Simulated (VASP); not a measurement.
A run of VASP 6.6.1 is set up as follows.

File INCAR:

```
SYSTEM = SiMo3
PREC = Accurate
ENCUT = 600
EDIFF = 1E-6
ISMEAR = 0
SIGMA = 0.1
LREAL = .FALSE.
LASPH = .TRUE.
NELM = 60
ALGO = Fast
ISIF = 3
LWAVE = .FALSE.
LCHARG = .FALSE.
GGA = PE
IBRION = 2
NSW = 100
EDIFFG = -0.01
```

Contents of KPOINTS:

```
regular mesh
0
G
  8 8 8
  0 0 0
```

The input POSCAR:

```
SiMo3
1.0
    4.8889999400      0.0000000000      0.0000000000
    0.0000000000      4.8889999400      0.0000000000
    0.0000000000      0.0000000000      4.8889999400
Si Mo
2 6
Direct
    0.0000000000      0.0000000000      0.0000000000
    0.5000000000      0.5000000000      0.5000000000
    0.2500000000      0.0000000000      0.5000000000
    0.5000000000      0.7500000000      0.0000000000
    0.7500000000      0.0000000000      0.5000000000
    0.5000000000      0.2500000000      0.0000000000
    0.0000000000      0.5000000000      0.7500000000
    0.0000000000      0.5000000000      0.2500000000
```

Potentials or basis: VASP PAW PBE potentials, release 64 (Si, Mo_sv).

Command:

```bash
$ cat potpaw_PBE.64/Si/POTCAR potpaw_PBE.64/Mo_sv/POTCAR > POTCAR
$ mpirun -np 1 vasp_std > vasp.out
```

**Question.** Estimate the relaxed cell.

**Answer.** a = 4.909 Å, b = 4.909 Å, c = 4.909 Å, α = 90.00°, β = 90.00°, γ = 90.00°.

**Question.** What does it give for the relaxed volume?

**Answer.** 14.79 Å³/atom.

**Question.** Estimate the band gap on the k mesh.

**Answer.** Zero (bands 46 and 47 overlap by 2.42 eV).

Final structure:
```xyz
8
Lattice="4.9092 0.0000 0.0000 0.0000 4.9092 0.0000 0.0000 0.0000 4.9092" Properties=species:S:1:pos:R:3 pbc="T T T"
Si    0.0000    0.0000    0.0000
Si    2.4546    2.4546    2.4546
Mo    1.2273    0.0000    2.4546
Mo    2.4546    3.6819    0.0000
Mo    3.6819    0.0000    2.4546
Mo    2.4546    1.2273    0.0000
Mo    0.0000    2.4546    3.6819
Mo    0.0000    2.4546    1.2273
```

PBE usually gives volumes a little too large and moduli too small. Zero-point motion and thermal expansion aren't in these numbers.
